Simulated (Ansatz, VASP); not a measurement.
# One calculation of TaN, two programs

INCAR

```
PREC = Accurate
ENCUT = 520
EDIFF = 1E-7
ISMEAR = 0
SIGMA = 0.15
LREAL = False
LASPH = True
NELM = 60
ALGO = Normal
ISIF = 2
LWAVE = False
LCHARG = True
GGA = PE
LELF = True
LVHAR = True
NBANDS = 15
```

The input KPOINTS:

```
regular mesh
0
Gamma
  18 18 18
```

Contents of POSCAR:

```
TaN
1.0
    0.0000000000      2.2081122570      2.1491556597
    2.2081122570      0.0000000000      2.1491556597
    2.2081122570      2.2081122570      0.0000000000
Ta N
1 1
Direct
    0.5000000000      0.5000000000      0.5000000000
    0.0000000000      0.0000000000      0.0000000000
```

Input for Ansatz:

```yaml
crystal:
  lattice:
    - [0.0, 2.208112257, 2.1491556597]
    - [2.208112257, 0.0, 2.1491556597]
    - [2.208112257, 2.208112257, 0.0]
  atoms:
    - { symbol: Ta, position: [0.5, 0.5, 0.5] }
    - { symbol: "N", position: [0.0, 0.0, 0.0] }
basis:
  ecutwfc: 520.0
kpoints:
  mp_grid: { grid: [18, 18, 18] }
hamiltonian:
  xc: pbe
  pseudopotentials: { kind: paw, azcp: { folder: soft_1 } }
scf:
  occupations: { method: gaussian, width: 0.15 }
output:
  forces: true
  stress: true
  eigenvalues: true
```

Change from the starting cell: engineering shear strain xz +0.0000, normal strain along z -0.0267.

Alike in both runs: task single point; functional PBE; k mesh 18 × 18 × 18; occupations gaussian, width 0.15 eV; no spin polarisation.

```csv
,VASP,Ansatz
version,VASP 6.6.1,Ansatz 0.2.0
potentials or method,"VASP PAW PBE potentials, release 64 (Ta_pv, N), cutoff 520 eV","scalar-relativistic, plane waves, PAW"
valence electrons in the cell,16,18
```

VASP gave:

* gap on the k mesh at the Fermi level (eV): none
* pressure (GPa): 11.2
* traceless stress, the component that is largest in VASP (GPa): 12.39

Problem. What did Ansatz give for the same quantities?

Solution. gap on the k mesh at the Fermi level (eV): none; pressure (GPa): 10.1; traceless stress, the component that is largest in VASP (GPa): 12.26.

A gap of «none» marks a metal or a gap that the smearing closes. With one functional, cell and mesh, what is left measures potentials, basis and numerics. VASP's potentials hold 16 valence electrons a cell and Ansatz's 18, so a difference there can come from the potentials and not from the codes.

Spin-orbit coupling is off throughout.
